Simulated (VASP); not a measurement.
Here is a VASP 6.6.1 calculation.

Contents of INCAR:

```
  ALGO = Normal
  EDIFF = 1E-6
  ENCUT = 520
  GGA = PE
  ISIF = 2
  ISMEAR = -1
  ISPIN = 2
  LASPH = T
  LCHARG = F
  LMAXMIX = 4
  LORBIT = 11
  LREAL = F
  LWAVE = F
  MAGMOM = 2.8 0
  NBANDS = 24
  NELM = 150
  PREC = Accurate
  SIGMA = 0.1
```

The input KPOINTS:

```
k-points
0
Gamma
  9 9 9
```

POSCAR

```
MnHg
1.0
    3.2989236683      0.0000000000      0.0000000000
    0.0000000000      3.2989236683      0.0000000000
    0.0000000000      0.0000000000      3.3240067254
Mn Hg
1 1
Direct
    0.5000000000      0.5000000000      0.5000000000
    0.0000000000      0.0000000000      0.0000000000
```

Potentials or basis: VASP PAW PBE potentials, release 64 (Mn_pv, Hg).

Launch:

```bash
$ cat potpaw_PBE.64/Mn_pv/POTCAR potpaw_PBE.64/Hg/POTCAR > POTCAR
$ mpirun -np 1 vasp_std > vasp.out
```

**Question.** What does it give for the site moments?

**Answer.** Mn +3.77; Hg -0.06 μB.

**Question.** Predict the net moment.

**Answer.** 3.84 μB per cell.
